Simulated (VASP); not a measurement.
Write the native input for VASP 6.6.1 that does the following.

| Quantity | Value |
| --- | --- |
| Task | single point |
| Functional | PBEsol |
| Potentials or basis | VASP PAW PBE potentials, release 64 (Si, B) |
| Cutoff | 520 eV |
| k mesh | 2 × 2 × 2 |
| Occupations | fermi-dirac, width 0.02 eV |
| Spin | collinear spin |
| Starting moments | [0.0, 0.0, 0.0, 0.0, 0.0, 0.0, 0.0, 0.0, 0.0, 0.0, 0.0, 0.0, 0.0, 0.0, 0.0, 0.0, 1.0] μB |
| Dipole correction | no |
| Further INCAR settings | LREAL = Auto; ALGO = Normal; EDIFF = 1e-06; NBANDS = 52 |

The structure of Si16B (a cell with a defect) lies in POSCAR:

```
Si16B
1.0
    0.0000000000      5.4300000000      5.4300000000
    5.4300000000      0.0000000000      5.4300000000
    5.4300000000      5.4300000000      0.0000000000
Si B
16 1
Direct
    0.0065358143     -0.0025926165     -0.0019662268
    0.1228891091      0.1247344783      0.1264108816
    0.0017564828     -0.0011185189      0.4996968793
    0.1229126328      0.1247364211      0.6259756591
    0.0031179509      0.4978332723     -0.0005277630
    0.1212832392      0.6253418225      0.1267062081
    0.0030816057      0.4978427970      0.4996178715
    0.1183001253      0.6268316428      0.6274411704
    0.4939668089      0.0012253895     -0.0003819963
    0.6324734439      0.1227593345      0.1223772007
    0.4940013691      0.0012077784      0.5051628609
    0.6304941826      0.1203350869      0.6245680732
    0.4918415661      0.5057936257      0.0011685579
    0.6323866274      0.6248752678      0.1193264567
    0.4923895759      0.5028493514      0.5023783579
    0.6323401526      0.6249127316      0.6234146221
    0.5635684134      0.8047084354      0.8159740869
```

One way to write it, as run:

INCAR

```
SYSTEM = Si16B
ALGO = Normal
EDIFF = 1E-6
ENCUT = 520
GGA = PS
ISIF = 2
ISMEAR = -1
ISPIN = 2
LASPH = .True.
LCHARG = .False.
LORBIT = 11
LREAL = Auto
LWAVE = .False.
MAGMOM = 0 0 0 0 0 0 0 0 0 0 0 0 0 0 0 0 1
NBANDS = 52
NELM = 150
PREC = Accurate
SIGMA = 0.02
```

KPOINTS

```
k-points
0
Gamma
  2 2 2
  0 0 0
```

Potentials or basis: VASP PAW PBE potentials, release 64 (Si, B).

The run is started by

```bash
$ cat potpaw_PBE.64/Si/POTCAR potpaw_PBE.64/B/POTCAR > POTCAR
$ mpirun -np 1 vasp_std > vasp.out
```

Results of the run:

| Property | Result |
| --- | --- |
| Pressure | 0.8 GPa |
| Largest force | 0.081 eV/Å |
| Net moment | 0.66 μB per cell |
| Site moments | Si -0.00, +0.00, +0.02, +0.03, +0.01 (each value once); B +0.07 μB |
| Valence electrons inside the program's atomic spheres | Si 1.70, 1.67 (each value once); B 1.67 |

Caveat: the k points lie up to 0.50 Å⁻¹ apart; the PAW data sets were made with another functional, which shifts forces and pressure a little.

Wall time 7 min on 1 thread of Intel(R) Xeon(R) Platinum 8488C (Sapphire Rapids), on a shared host, peak memory 0.7 GiB.
